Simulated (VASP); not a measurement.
Write the native input for VASP 6.6.1 that does the following.

* Task: single point
* Functional: PBEsol
* Dispersion: D3(BJ)
* Potentials or basis: VASP PAW PBE potentials, release 64 (Sn_d)
* Cutoff: 520 eV
* k mesh: 20 × 20 × 20
* Occupations: gaussian, width 0.15 eV
* Spin: no spin polarisation
* Dipole correction: no
* Further INCAR settings: ALGO = Fast; EDIFF = 1e-07; NBANDS = 13

The structure of Sn lies in POSCAR:

```
Sn
1.0
   -1.8946518192      1.8946518192      1.8946518192
    1.8946518192     -1.8946518192      1.8946518192
    1.8946518192      1.8946518192     -1.8946518192
Sn
1
Direct
    0.0000000000      0.0000000000      0.0000000000
```

One way to write it, as run:

INCAR

```
ALGO = Fast
EDIFF = 1E-7
ENCUT = 520
GGA = PS
ISIF = 2
ISMEAR = 0
IVDW = 12
LASPH = True
LCHARG = False
LREAL = False
LWAVE = False
NBANDS = 13
NELM = 80
PREC = Accurate
SIGMA = 0.15
```

KPOINTS

```
k-points
0
Gamma
  20 20 20
```

Potentials or basis: VASP PAW PBE potentials, release 64 (Sn_d).

Launch:

```console
$ cat potpaw_PBE.64/Sn_d/POTCAR > POTCAR
$ mpirun -np 1 vasp_std > vasp.out
```

It gave:

| Property | Result |
| --- | --- |
| Pressure | -4.6 GPa |
| Band gap on the k mesh | zero (band 7 reaches 15.86 eV, above the bottom of band 8 at 5.47 eV) |
| Dispersion energy per atom | -0.389 eV |

Caveat: the PAW data sets were made with another functional, which shifts forces and pressure a little; spin-orbit coupling is left out, which moves the levels of the heavy elements; pairwise dispersion overbinds metals, which lowers pressure and volume.

Wall time 52 s on 1 thread of Intel Xeon 6975P-C, on a shared host, peak memory 0.21 GiB.
